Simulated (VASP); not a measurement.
Here is a VASP 6.6.1 calculation.

INCAR

```
PREC = Accurate
ENCUT = 520
EDIFF = 1E-6
ISMEAR = -1
SIGMA = 0.3
LREAL = F
LASPH = T
NELM = 60
ALGO = Normal
ISIF = 2
LWAVE = F
LCHARG = F
GGA = PS
IVDW = 12
NBANDS = 16
```

The input KPOINTS:

```
Automatic mesh
0
Gamma
  7 7 7
```

POSCAR

```
Mg2NCl
1.0
    1.6325146631      0.9425322498      5.9012119676
   -1.6325146631      0.9425322498      5.9012119676
    0.0000000000     -1.8850654827      5.9012119676
Mg N Cl
2 1 1
Direct
    0.2228150000      0.2228150000      0.2228150000
    0.7771850000      0.7771850000      0.7771850000
    0.5000000000      0.5000000000      0.5000000000
    0.0000000000      0.0000000000      0.0000000000
```

Potentials or basis: VASP PAW PBE potentials, release 64 (Mg, N, Cl).

The run is started by

```sh
$ cat potpaw_PBE.64/Mg/POTCAR potpaw_PBE.64/N/POTCAR potpaw_PBE.64/Cl/POTCAR > POTCAR
$ mpirun -np 1 vasp_std > vasp.out
```

Question: What does it give for the dispersion energy per atom?

Answer: -0.257 eV.

Question: What does it give for the pressure?

Answer: -1.3 GPa.

Question: Predict the band gap on the k mesh.

Answer: 2.50 eV, direct.

Forces on the atoms (eV/Å):
```
Mg   0.000  0.000  0.168
Mg   0.000  0.000 -0.168
N    0.000  0.000  0.000
Cl   0.000  0.000  0.000
```

Caveat: three body term missing; the PAW data sets were made with another functional, which shifts forces and pressure a little. As with any semilocal functional, this PBEsol gap is likely too small.
